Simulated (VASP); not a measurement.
Set up this calculation in VASP 6.6.1, as the native input.

```yaml
Task: single point
Functional: PBEsol
Potentials_or_basis: VASP PAW PBE potentials, release 64 (Ti_sv, C)
Cutoff: 520 eV
k_mesh: 18 × 18 × 12
Occupations: gaussian, width 0.1 eV
Spin: no spin polarisation
Dipole_correction: no
Further_INCAR_settings: ALGO = Normal; EDIFF = 1e-06; NBANDS = 24
```

The structure of TiC lies in POSCAR:

```
TiC
1.0
    2.0178854630      2.0178854630      0.0000000000
   -2.0178854630      2.0178854630      0.0000000000
    0.0000000000      0.0000000000      4.4479347654
Ti C
2 2
Direct
    0.0000000000      0.0000000000      0.0000000000
    0.5000000000      0.5000000000      0.5000000000
    0.5000000000      0.5000000000      0.0000000000
    0.0000000000      0.0000000000      0.5000000000
```

This cell differs from its parent crystal: biaxial strain in the a-b plane: -6.0 %.

These files were run (other wordings do the same):

INCAR

```
PREC = Accurate ; ENCUT = 520
EDIFF = 1E-6 ; ISMEAR = 0
SIGMA = 0.1 ; LREAL = False
LASPH = True ; NELM = 80
ALGO = Normal ; ISIF = 2
LWAVE = False ; LCHARG = False
GGA = PS ; NBANDS = 24
```

KPOINTS

```
Automatic mesh
0
Gamma
  18 18 12
```

Potentials or basis: VASP PAW PBE potentials, release 64 (Ti_sv, C).

Command:

```console
$ cat potpaw_PBE.64/Ti_sv/POTCAR potpaw_PBE.64/C/POTCAR > POTCAR
$ mpirun -np 1 vasp_std > vasp.out
```

It gave:

- Pressure: 33.9 GPa
- Band gap on the k mesh: zero (bands 16 and 17 overlap by 1.70 eV)

Caveat: the cell differs from its parent crystal (biaxial strain in the a-b plane: -6.0 %); the stress differs along the axes, from -3 to 52 GPa; the PAW data sets were made with another functional, which shifts forces and pressure a little.

Run time: 2.6 min on 1 thread of Intel(R) Xeon(R) 6975P-C (Granite Rapids) (shared host), peak memory 0.36 GiB.
